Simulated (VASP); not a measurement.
# Hf (Pm-3m) in VASP: single point with LDA

Aim: the single point of Hf with LDA.

All numbers are computed with VASP 6.6.1; they aren't measurements. Logs are shortened: lines on timing, memory, paths and dates and some standing lists are left out, and cuts for length are marked.

## 1. The cell of the first run

The structure is cubic, space group Pm-3m (No. 221). The conventional cell has a = 2.835 Å, b = 2.835 Å, c = 2.835 Å, α = 90.00°, β = 90.00°, γ = 90.00°. Within 3.7 Å of Hf (site symmetry m-3m) lie 6 Hf at 2.83 Å.

## 2. Single point, LDA

INCAR reads:

```
SYSTEM = Hf
  PREC = Accurate
  ENCUT = 520
  EDIFF = 1E-6
  ISMEAR = -1
  SIGMA = 0.13605693000000002
  LREAL = .FALSE.
  LASPH = .TRUE.
  NELM = 100
  ALGO = Normal
  ISIF = 2
  LWAVE = .FALSE.
  LCHARG = .TRUE.
  LELF = .TRUE.
  LVHAR = .TRUE.
  NBANDS = 11
```

KPOINTS reads:

```
Automatic mesh
0
G
  12 12 12
  0 0 0
```

POSCAR reads:

```
Hf
1.0
    2.8348534711      0.0000000000      0.0000000000
    0.0000000000      2.8348534711      0.0000000000
    0.0000000000      0.0000000000      2.8348534711
Hf
1
Direct
    0.0000000000      0.0000000000      0.0000000000
```

Potentials or basis: VASP PAW LDA potentials, release 64 (Hf_pv).

Command:

```
$ cat potpaw_LDA.64/Hf_pv/POTCAR > POTCAR
$ mpirun -np 1 vasp_std > vasp.out
```

OUTCAR:

```text
SYSTEM = Hf
   PREC = Accurate
   ENCUT = 520
   EDIFF = 1E-6
   ISMEAR = -1
   LREAL = .FALSE.
   LASPH = .TRUE.
   NELM = 100
   ISIF = 2

 ion  position               nearest neighbor table
   1  0.000  0.000  0.000-

  LATTYP: Found a simple cubic cell.
 ALAT       =     2.8348534711

  Lattice vectors:

 A1 = (   2.8348534711,   0.0000000000,   0.0000000000)
 A2 = (   0.0000000000,   2.8348534711,   0.0000000000)
 A3 = (   0.0000000000,   0.0000000000,   2.8348534711)

Analysis of symmetry for initial positions (statically):
=====================================================================
 Subroutine PRICEL returns:
 Original cell was already a primitive cell.

 Routine SETGRP: Setting up the symmetry group for a
 simple cubic supercell.

 Subroutine GETGRP returns: Found 48 space group operations
 (whereof 48 operations were pure point group operations)
 out of a pool of 48 trial point group operations.

The static configuration has the point symmetry O_h .

Analysis of symmetry for dynamics (positions and initial velocities):
=====================================================================
 Subroutine PRICEL returns:
 Original cell was already a primitive cell.

 Routine SETGRP: Setting up the symmetry group for a
 simple cubic supercell.

 Subroutine GETGRP returns: Found 48 space group operations
 (whereof 48 operations were pure point group operations)
 out of a pool of 48 trial point group operations.

The dynamic configuration has the point symmetry O_h .

 Subroutine INISYM returns: Found 48 space group operations
 (whereof 48 operations are pure point group operations),
 and found     1 'primitive' translations

----------------------------------------------------------------------------------------

                                     Primitive cell

  volume of cell :      22.7820

  direct lattice vectors                    reciprocal lattice vectors
     2.834853471  0.000000000  0.000000000     0.352751918  0.000000000  0.000000000
     0.000000000  2.834853471  0.000000000     0.000000000  0.352751918  0.000000000
     0.000000000  0.000000000  2.834853471     0.000000000  0.000000000  0.352751918

  length of vectors
     2.834853471  2.834853471  2.834853471     0.352751918  0.352751918  0.352751918

  position of ions in fractional coordinates (direct lattice)
     0.000000000  0.000000000  0.000000000

  ion indices of the primitive-cell ions
   primitive index   ion index
                 1           1

----------------------------------------------------------------------------------------

 KPOINTS: Automatic mesh

Automatic generation of k-mesh.
 Grid dimensions read from file:
 generate k-points for:   12   12   12

 Generating k-lattice:

  Cartesian coordinates                     Fractional coordinates (reciprocal lattice)
     0.029395993  0.000000000  0.000000000     0.083333333  0.000000000  0.000000000
     0.000000000  0.029395993  0.000000000     0.000000000  0.083333333  0.000000000
     0.000000000  0.000000000  0.029395993     0.000000000  0.000000000  0.083333333

  Length of vectors
     0.029395993  0.029395993  0.029395993

  Shift w.r.t. Gamma in fractional coordinates (k-lattice)
     0.000000000  0.000000000  0.000000000

 Subroutine IBZKPT returns following result:
 ===========================================

 Found     84 irreducible k-points:

 Following reciprocal coordinates:
            Coordinates               Weight
  0.000000  0.000000  0.000000      1.000000
  0.083333  0.000000  0.000000      6.000000
  0.166667  0.000000  0.000000      6.000000
  0.250000  0.000000  0.000000      6.000000
  0.333333  0.000000  0.000000      6.000000
  0.416667  0.000000  0.000000      6.000000
[... 16 lines left out ...]
  0.333333  0.333333  0.000000     12.000000
  0.416667  0.333333  0.000000     24.000000
 [... further k-points ...]
   k-points           NKPTS =     84   k-points in BZ     NKDIM =     84   number of bands    NBANDS=     11
   number of dos      NEDOS =    301   number of ions     NIONS =      1
   total plane-waves  NPLWV =  13824
   dimension x,y,z NGX =    24 NGY =   24 NGZ =   24
   dimension x,y,z NGXF=    48 NGYF=   48 NGZF=   48
   ions per type =               1
   NGX,Y,Z   is equivalent  to a cutoff of  14.07, 14.07, 14.07 a.u.
   NGXF,Y,Z  is equivalent  to a cutoff of  28.15, 28.15, 28.15 a.u.
 SYSTEM =  Hf
   PREC   = accura    normal or accurate (medium, high low for compatibility)
   ISTART =      0    job   : 0-new  1-cont  2-samecut
   ICHARG =      2    charge: 1-file 2-atom 10-const
   ISPIN  =      1    spin polarized calculation?
   LNONCOLLINEAR =      F non collinear calculations
   LSORBIT =      F    spin-orbit coupling
   LASPH  =      T    aspherical Exc in radial PAW
   ENCUT  =  520.0 eV  38.22 Ry    6.18 a.u.   5.27  5.27  5.27*2*pi/ulx,y,z
   NELM   =    100;   NELMIN=  2; NELMDL= -5     # of ELM steps
   EDIFF  = 0.1E-05   stopping-criterion for ELM
   LREAL  =      F    real-space projection
   EDIFFG = 0.1E-04   stopping-criterion for IOM
   NSW    =      0    number of steps for IOM
   IBRION =     -1    ionic relax: 0-MD 1-quasi-New 2-CG
   NFREE  =      0    steps in history (QN), initial steepest desc. (CG)
   ISIF   =      2    stress and relaxation
   ISYM   =      2    0-nonsym 1-usesym 2-fastsym
   POTIM  = 0.5000    time-step for ionic-motion
   TEBEG  =    0.0;   TEEND  =   0.0 temperature during run
   PSTRESS=    0.0 pullay stress
   NELECT =      10.0000    total number of electrons
   NUPDOWN=      -1.0000    fix difference up-down
   EMIN   =  10.00;   EMAX   =-10.00  energy-range for DOS
   EFERMI =   0.00;   METHOD = LEGACY
   ISMEAR =    -1;   SIGMA  =   0.14  broadening in eV -4-tet -1-fermi 0-gaus
   EFERMI_NEDOS =   21; number of points for ismear=-14 and -15
   IALGO  =     38    algorithm
   IMIX   =      4    mixing-type and parameters
     AMIX     =   0.40;   BMIX     =  1.00
     AMIX_MAG =   1.60;   BMIX_MAG =  1.00
  volume/ion in A,a.u.               =      22.78       153.74
  Fermi-wavevector in a.u.,A,eV,Ry     =   1.244164  2.351129 21.061050  1.547943
  Thomas-Fermi vector in A             =   2.378443
   LORBIT       =      0    0 simple, 1 ext, 2 COOP (PROOUT), +10 PAW based schemes
   GGA     = CA    functional components
   LHFCALC =     F    Hartree Fock is set to
   AEXX    =    0.0000 exact exchange contribution
   IVDW    =     0    specifies the selected vdW correction
   LEPSILON=     F    determine dielectric tensor
   LRPA    =     F    only Hartree local field effects (RPA)
 non-spin polarized calculation
  energy-cutoff  :      520.00
  volume of cell :       22.78
 maximum number of plane-waves:       630
 NGX is ok and might be reduce to    24
   NGX = 11   NGY = 11   NGZ = 11

 number of electron      10.0000000 magnetization

 number of electron       9.9999998 magnetization

 Free energy of the ion-electron system (eV)
  ---------------------------------------------------
  ext. energy  EPLUGINS =         0.00000000
  ---------------------------------------------------
  free energy    TOTEN  =        -9.70600402 eV

  energy without entropy =       -9.60790196  energy(sigma->0) =       -9.65695299

 E-fermi :   4.2095     XC(G=0): -11.2841

 val. band max:        4.2059185212   @ k =   0.5000   0.3333   0.2500
 cond. band min:       4.2376787702   @ k =   0.4167   0.3333   0.2500
 fundamental gap:      0.0317602489
 Fermi energy:         4.2095345474

 k-point     1 :       0.0000    0.0000    0.0000
  band No.  band energies     occupation
      1     -25.3320      2.00000
      2     -25.3320      2.00000
      3     -25.3320      2.00000
      4      -2.4440      2.00000
      5       2.5620      1.99999
      6       2.5620      1.99999
      7      11.1901      0.00000
      8      11.1901      0.00000
      9      11.1901      0.00000
     10      16.6065      0.00000
     11      17.8680      0.00000

 k-point     2 :       0.0833    0.0000    0.0000
  band No.  band energies     occupation
      1     -25.4199      2.00000
      2     -25.3247      2.00000
      3     -25.3247      2.00000
      4      -2.2442      2.00000
      5       2.6194      1.99998
      6       2.7608      1.99995
      7      10.7733      0.00000
      8      10.7733      0.00000
      9      11.2170      0.00000
     10      16.5908      0.00000
     11      16.9006      0.00000

 k-point     3 :       0.1667    0.0000    0.0000
  band No.  band energies     occupation
      1     -25.6542      2.00000
      2     -25.3046      2.00000
      3     -25.3046      2.00000
      4      -1.6962      2.00000
      5       2.7815      1.99994
      6       3.3140      1.99723
      7       9.8497      0.00000
      8       9.8497      0.00000
      9      11.2916      0.00000
     10      15.2020      0.00000
     11      16.6158      0.00000

 k-point     4 :       0.2500    0.0000    0.0000
  band No.  band energies     occupation
      1     -25.9616      2.00000
      2     -25.2770      2.00000
      3     -25.2770      2.00000
      4      -0.9234      2.00000
      5       3.0164      1.99969
      6       4.0366      1.56176
      7       8.8682      0.00000
      8       8.8682      0.00000
      9      11.3958      0.00000
     10      13.9013      0.00000
     11      16.6140      0.00000

 k-point     5 :       0.3333    0.0000    0.0000
  band No.  band energies     occupation
      1     -26.2557      2.00000
      2     -25.2492      2.00000
      3     -25.2492      2.00000
      4      -0.0680      2.00000
      5       3.2695      1.99800
      6       4.5360      0.16645
      7       8.0655      0.00000
      8       8.0655      0.00000
      9      11.5026      0.00000
     10      13.5093      0.00000
     11      16.6141      0.00000
[... 211 lines left out ...]
 k-point    21 :       0.4167    0.2500    0.0000
  band No.  band energies     occupation
      1     -26.3807      2.00000
      2     -25.8271      2.00000
      3     -25.1765      2.00000
      4       1.8571      2.00000
      5       2.9788      1.99976
      6       5.5645      0.00009
      7       7.9253      0.00000
      8       8.0587      0.00000
      9       9.5621      0.00000
     10      14.5018      0.00000
     11      16.6030      0.00000

 k-point    22 :       0.5000    0.2500    0.0000
  band No.  band energies     occupation
      1     -26.4535      2.00000
      2     -25.8175      2.00000
      3     -25.1692      2.00000
      4       2.3766      2.00000
      5       2.5263      1.99999
      6       5.5519      0.00010
      7       7.7574      0.00000
      8       8.3985      0.00000
      9       9.6063      0.00000
     10      14.5704      0.00000
     11      16.6050      0.00000

 k-point    23 :       0.3333    0.3333    0.0000
  band No.  band energies     occupation
      1     -26.1520      2.00000
      2     -26.1232      2.00000
      3     -25.1697      2.00000
      4       1.5856      2.00000
      5       3.0830      1.99949
      6       6.9587      0.00000
      7       7.1931      0.00000
      8       8.4788      0.00000
      9       8.8057      0.00000
     10      14.7485      0.00000
     11      16.5193      0.00000

 k-point    24 :       0.4167    0.3333    0.0000
  band No.  band energies     occupation
      1     -26.3387      2.00000
      2     -26.1080      2.00000
      3     -25.1501      2.00000
      4       1.6648      2.00000
      5       3.0324      1.99965
      6       7.1155      0.00000
      7       8.1275      0.00000
      8       8.3264      0.00000
      9       8.8064      0.00000
     10      14.3612      0.00000
     11      16.5816      0.00000

 [... further k-points ...]

------------------------ aborting loop because EDIFF is reached ----------------------------------------

  FORCE on cell =-STRESS in cart. coord.  units (eV):
  Direction    XX          YY          ZZ          XY          YZ          ZX
  --------------------------------------------------------------------------------------
  -------------------------------------------------------------------------------------
  Total       -0.0756270     -0.0756270     -0.0756270      0.0000000      0.0000000     -0.0000000
  in kB       -5.3185777     -5.3185777     -5.3185777      0.0000000      0.0000000     -0.0000000
  external PRESSURE =      -5.3185777 kB  Pullay stress =       0.0000000 kB

 VOLUME and BASIS-vectors are now :
 -----------------------------------------------------------------------------
  energy-cutoff  :      520.00
  volume of cell :       22.78
      direct lattice vectors                 reciprocal lattice vectors
     2.834853471  0.000000000  0.000000000     0.352751918  0.000000000  0.000000000
     0.000000000  2.834853471  0.000000000     0.000000000  0.352751918  0.000000000
     0.000000000  0.000000000  2.834853471     0.000000000  0.000000000  0.352751918

 POSITION                                       TOTAL-FORCE (eV/Angst)
 -----------------------------------------------------------------------------------
      0.00000      0.00000      0.00000         0.000000      0.000000      0.000000
 -----------------------------------------------------------------------------------
    total drift:                                0.000000     -0.000000      0.000000

  FREE ENERGIE OF THE ION-ELECTRON SYSTEM (eV)
  ---------------------------------------------------
  free  energy   TOTEN  =        -9.7060040155 eV

  energy  without entropy=       -9.6079019620  energy(sigma->0) =       -9.65695299
```

Run time: 10 s. Hardware: 1 thread of Intel Xeon Platinum 8488C (Sapphire Rapids), shared host; peak memory 0.14 GiB.

Results:

```yaml
Free_energy: -9.7060 eV
Pressure: -0.5 GPa
Band_gap_on_the_k_mesh: zero (band 5 reaches 5.18 eV, above the bottom of band 6 at 2.56 eV)
```

Caveat: spin-orbit coupling is left out, which moves the levels of the heavy elements.
